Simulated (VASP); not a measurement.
A run of VASP 6.6.1:

Contents of INCAR:

```
SYSTEM = BaZrO3
  ALGO = Normal
  EDIFF = 1E-6
  ENCUT = 520
  GGA = PE
  ISIF = 2
  ISMEAR = -1
  LASPH = .True.
  LCHARG = .True.
  LELF = .True.
  LREAL = .False.
  LVHAR = .True.
  LWAVE = .False.
  NBANDS = 28
  NELM = 80
  PREC = Accurate
  SIGMA = 0.02
```

The input KPOINTS:

```
k-points
0
Gamma
  6 6 6
  0 0 0
```

Contents of POSCAR:

```
BaZrO3
1.0
    4.1212478159      0.0000000000      0.0000000000
    0.0000000000      4.1212478159      0.0000000000
    0.0000000000      0.0000000000      4.1212478159
Ba Zr O
1 1 3
Direct
    0.0000000000      0.0000000000      0.0000000000
    0.5000000000      0.5000000000      0.5000000000
    0.5000000000      0.5000000000      0.0000000000
    0.5000000000      0.0000000000      0.5000000000
    0.0000000000      0.5000000000      0.5000000000
```

Potentials or basis: VASP PAW PBE potentials, release 64 (Ba_sv, Zr_sv, O).

Launch:

```bash
$ cat potpaw_PBE.64/Ba_sv/POTCAR potpaw_PBE.64/Zr_sv/POTCAR potpaw_PBE.64/O/POTCAR > POTCAR
$ mpirun -np 1 vasp_std > vasp.out
```

Hardware: 1 thread of AMD EPYC 9R45 96-Core Processor (Zen 5) (shared host).

**Question.** Estimate the wall time of this run.

**Answer.** Run time: 20 s on 1 thread of AMD EPYC 9R45 96-Core Processor (Zen 5), with other jobs on the host, peak memory 0.17 GiB. Counts: scf iterations 14, k points 20.
